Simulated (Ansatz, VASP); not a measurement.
## Two plane-wave programs on Be3Te4

File INCAR:

```
SYSTEM = Be3Te4
ALGO = Normal ; EDIFF = 1E-7
ENCUT = 520 ; GGA = PE
ISIF = 2 ; ISMEAR = 0
LASPH = .True. ; LCHARG = .True.
LELF = .True. ; LREAL = .False.
LVHAR = .True. ; LWAVE = .False.
NBANDS = 24 ; NELM = 100
PREC = Accurate ; SIGMA = 0.2
```

Contents of KPOINTS:

```
k-points
0
Gamma
  4 4 4
  0 0 0
```

File POSCAR:

```
Be3Te4
1.0
    5.4021075412      0.0000000000      0.0000000000
    0.0000000000      5.4021075412      0.0000000000
   -2.7010537706     -2.7010537706      5.9271995321
Be Te
3 4
Direct
    0.7500000000      0.2500000000      0.5000000000
    0.2500000000      0.7500000000      0.5000000000
    0.5000000000      0.5000000000      0.0000000000
    0.8814200847      0.3703997662      0.2518198509
    0.3703997662      0.8814200847      0.2518198509
    0.1185799153      0.1185799153      0.7481801491
    0.6296002338      0.6296002338      0.7481801491
```

Input for Ansatz:

```yaml
crystal:
  lattice:
    - [5.4021075412, 0.0, 0.0]
    - [0.0, 5.4021075412, 0.0]
    - [-2.7010537706, -2.7010537706, 5.9271995321]
  atoms:
    - { symbol: Be, position: [0.75, 0.25, 0.5] }
    - { symbol: Be, position: [0.25, 0.75, 0.5] }
    - { symbol: Be, position: [0.5, 0.5, 0.0] }
    - { symbol: Te, position: [0.8814200847, 0.3703997662, 0.2518198509] }
    - { symbol: Te, position: [0.3703997662, 0.8814200847, 0.2518198509] }
    - { symbol: Te, position: [0.1185799153, 0.1185799153, 0.7481801491] }
    - { symbol: Te, position: [0.6296002338, 0.6296002338, 0.7481801491] }
basis:
  ecutwfc: 420
kpoints:
  mp_grid: { grid: [4, 4, 4] }
hamiltonian:
  xc: pbe
scf:
  occupations: { method: gaussian, width: 0.2 }
  lower_state_search: "off"
output:
  forces: true
  stress: true
  eigenvalues: true
```

Alike in both runs: task single point; functional PBE; k mesh 4 × 4 × 4; occupations gaussian, width 0.2 eV; no spin polarisation.

|  | VASP | Ansatz |
| --- | --- | --- |
| version | VASP 6.6.1 | Ansatz 0.2.0 |
| potentials or method | VASP PAW PBE potentials, release 64 (Be, Te), cutoff 520 eV | scalar-relativistic, plane waves, PAW |
| valence electrons in the cell | 30 | 70 |

```tsv
	VASP	Ansatz	Ansatz less VASP
gap on the k mesh at the Fermi level (eV)	none	none	-
pressure (GPa)	0.2	0.1	-0.10
traceless stress, the component that is largest in VASP (GPa)	-0.41	-0.42	-0.014
rms of the force components (eV/Å)	0.012	0.012	+0.0003
```

Atom by atom the forces differ by 0.006 eV/Å (rms over components). A gap of «none» marks a metal or a gap that the smearing closes. VASP's potentials hold 30 valence electrons a cell and Ansatz's 70, so a difference there can come from the potentials and not from the codes.

Spin-orbit coupling is off throughout.
